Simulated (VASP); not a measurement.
Input of a VASP 6.6.1 run:

File INCAR:

```
SYSTEM = Ca3AsP
PREC = Accurate
ENCUT = 520
EDIFF = 1E-6
ISMEAR = 0
SIGMA = 0.01
LREAL = .False.
LASPH = .True.
NELM = 100
ALGO = Normal
ISIF = 2
LWAVE = .False.
LCHARG = .False.
GGA = RE
NBANDS = 28
```

Contents of KPOINTS:

```
regular mesh
0
Gamma
  2 2 2
  0 0 0
```

POSCAR

```
Ca3AsP
1.0
    5.3338990000      0.0000000000      0.0000000000
    0.0000000000      5.3338990000      0.0000000000
    0.0000000000      0.0000000000      5.3338990000
Ca P As
3 1 1
Direct
    0.0000000000      0.5000000000      0.5000000000
    0.5000000000      0.0000000000      0.5000000000
    0.5000000000      0.5000000000      0.0000000000
    0.5000000000      0.5000000000      0.5000000000
    0.0000000000      0.0000000000      0.0000000000
```

Potentials or basis: VASP PAW PBE potentials, release 64 (Ca_sv, P, As).

The run is started by

```bash
$ cat potpaw_PBE.64/Ca_sv/POTCAR potpaw_PBE.64/P/POTCAR potpaw_PBE.64/As/POTCAR > POTCAR
$ mpirun -np 1 vasp_std > vasp.out
```

Problem. Predict the band gap on the k mesh.

Solution. 0.20 eV, direct.

Problem. What does it give for the pressure?

Solution. 1.6 GPa.

Caveat: the k points lie up to 0.59 Å⁻¹ apart; the PAW data sets were made with another functional, which shifts forces and pressure a little.
